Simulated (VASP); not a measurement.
A run of VASP 6.6.1 is set up as follows.

Contents of INCAR:

```
  PREC = Accurate
  ENCUT = 500
  EDIFF = 1E-6
  ISMEAR = -1
  SIGMA = 0.05
  LREAL = Auto
  LASPH = T
  NELM = 120
  ALGO = Normal
  ISIF = 2
  LWAVE = F
  LCHARG = F
  GGA = PS
  NBANDS = 326
  ISYM = -1
  GGA_COMPAT = F
```

KPOINTS

```
explicit points
1
Reciprocal
  0.25000000   0.25000000   0.25000000 1
```

Contents of POSCAR:

```
In7GaAs8
1.0
   12.0659105312      0.0000000000      0.0000000000
    0.0000000000     12.0659105312      0.0000000000
    0.0000000000      0.0000000000     12.0659105312
In Ga As
28 4 32
Direct
    0.0002820000      0.9975290000      0.0020090000
    0.9975880000      0.9949740000      0.4976980000
    0.9979670000      0.5040510000      0.4979770000
    0.5004260000      0.0001950000      0.0004250000
    0.5021110000      0.9975010000      0.5003170000
    0.4998710000      0.4997880000      0.9997650000
    0.2480150000      0.2525780000      0.0006430000
    0.2526930000      0.2518240000      0.5007450000
    0.2454580000      0.7476150000      0.0029060000
    0.2498890000      0.7475210000      0.4976470000
    0.7523360000      0.2516830000      0.0008050000
    0.7480560000      0.2525860000      0.5005370000
    0.7542210000      0.7479270000      0.0024830000
    0.2478150000      0.9965220000      0.2506880000
    0.2500770000      0.0003600000      0.7500620000
    0.2476010000      0.5026090000      0.2504190000
    0.2505740000      0.5004310000      0.7506810000
    0.7529880000      0.9960460000      0.2529980000
    0.7505610000      0.9965320000      0.7479160000
    0.7522740000      0.5040840000      0.2524050000
    0.7504340000      0.5025910000      0.7475630000
    0.0003350000      0.2525280000      0.2481350000
    0.0007190000      0.2518120000      0.7528880000
    0.9974990000      0.7474730000      0.7499760000
    0.5006830000      0.2516340000      0.2525080000
    0.5003440000      0.2525260000      0.7480890000
    0.5022040000      0.7479270000      0.2543460000
    0.5027700000      0.7475810000      0.7455690000
    0.9992400000      0.5016150000      0.0021630000
    0.5020770000      0.5016040000      0.4994450000
    0.7494110000      0.7470500000      0.4970920000
    0.9969390000      0.7470400000      0.2495050000
    0.1251280000      0.1244420000      0.1253790000
    0.1238570000      0.1246560000      0.6239580000
    0.1112460000      0.6241650000      0.1269320000
    0.1249750000      0.6246150000      0.6250780000
    0.6275460000      0.1245010000      0.1276510000
    0.6252400000      0.1245050000      0.6252800000
    0.6249090000      0.6245970000      0.1251000000
    0.6268140000      0.6241580000      0.6113890000
    0.3741480000      0.3761370000      0.1261610000
    0.3819720000      0.3833160000      0.6195350000
    0.3756150000      0.8721510000      0.1266320000
    0.3738000000      0.8739740000      0.6240010000
    0.8801200000      0.3829080000      0.1209110000
    0.8760560000      0.3758760000      0.6244430000
    0.8816750000      0.8685090000      0.1317340000
    0.8671530000      0.8647700000      0.6181610000
    0.3749890000      0.1223230000      0.3750400000
    0.3744150000      0.1273650000      0.8746020000
    0.3807750000      0.6181780000      0.3806240000
    0.3751620000      0.6263320000      0.8752810000
    0.8747540000      0.1274310000      0.3749090000
    0.8748720000      0.1223660000      0.8750950000
    0.8750580000      0.6372980000      0.3751970000
    0.8804450000      0.6182150000      0.8809080000
    0.1243680000      0.3758850000      0.3759520000
    0.1194440000      0.3833580000      0.8821980000
    0.1180280000      0.8647270000      0.3672680000
    0.1239660000      0.8739480000      0.8737800000
    0.6207940000      0.3829100000      0.3802830000
    0.6260970000      0.3760800000      0.8740220000
    0.6317230000      0.8684110000      0.3816370000
    0.6265890000      0.8720610000      0.8757050000
```

Potentials or basis: VASP PAW PBE potentials, release 64 (In_d, Ga_d, As).

Command:

```sh
$ cat potpaw_PBE.64/In_d/POTCAR potpaw_PBE.64/Ga_d/POTCAR potpaw_PBE.64/As/POTCAR > POTCAR
$ mpirun -np 1 vasp_std > vasp.out
```

Q: Estimate the pressure.

A: 0.1 GPa.

Q: Predict the largest force.

A: 0.016 eV/Å.

Q: What does it give for the band gap on the k mesh?

A: 1.08 eV.

Forces on the atoms (eV/Å):
```
In   0.009 -0.004  0.004
In  -0.003 -0.004 -0.001
In  -0.001  0.001 -0.004
In   0.004  0.004  0.005
In   0.004 -0.004  0.008
In   0.001  0.003 -0.001
In   0.001 -0.006 -0.001
In  -0.005 -0.001  0.002
In  -0.002  0.000  0.009
In  -0.001  0.006 -0.004
In  -0.003 -0.002  0.000
In   0.004 -0.005 -0.002
In  -0.001  0.000  0.002
In   0.003 -0.004 -0.006
In  -0.003 -0.002  0.001
In   0.004  0.011  0.003
In  -0.005 -0.003 -0.004
In  -0.003 -0.003 -0.001
In  -0.008 -0.001  0.002
In  -0.006  0.007 -0.005
In   0.003  0.010  0.008
In   0.001 -0.003  0.007
In   0.002  0.001 -0.004
In  -0.007  0.009  0.000
In   0.005 -0.001 -0.005
In   0.002 -0.001  0.005
In   0.001 -0.001 -0.005
In   0.010  0.001 -0.001
Ga   0.001  0.004  0.001
Ga  -0.002  0.002 -0.002
Ga   0.009  0.000 -0.013
Ga  -0.012  0.001  0.011
As  -0.001  0.001 -0.002
As  -0.001 -0.002 -0.001
As   0.008 -0.004 -0.009
As  -0.001  0.001 -0.001
As  -0.002  0.003 -0.001
As   0.000 -0.001 -0.001
As  -0.003  0.000 -0.004
As  -0.006 -0.003  0.007
As  -0.001 -0.001 -0.002
As   0.002  0.001 -0.004
As  -0.002 -0.002 -0.003
As   0.001  0.002 -0.001
As  -0.001 -0.003  0.001
As  -0.004 -0.001 -0.002
As  -0.001 -0.002  0.005
As   0.001 -0.001  0.004
As   0.000 -0.002  0.000
As   0.002  0.000  0.001
As  -0.001 -0.003  0.002
As   0.002 -0.001  0.003
As  -0.003  0.002 -0.001
As   0.001 -0.002 -0.002
As   0.004  0.008  0.002
As   0.001 -0.004 -0.001
As  -0.002 -0.001  0.000
As  -0.003 -0.001  0.002
As   0.005  0.001  0.001
As  -0.001  0.002  0.000
As   0.001 -0.005 -0.001
As   0.000 -0.002  0.000
As   0.004  0.002  0.001
As  -0.003  0.002 -0.002
```

Caveat: the PAW data sets were made with another functional, which shifts forces and pressure a little; spin-orbit coupling is left out, which moves the levels of the heavy elements; a shifted mesh leaves out Γ, where band edges can lie. A k mesh can miss the band edges.
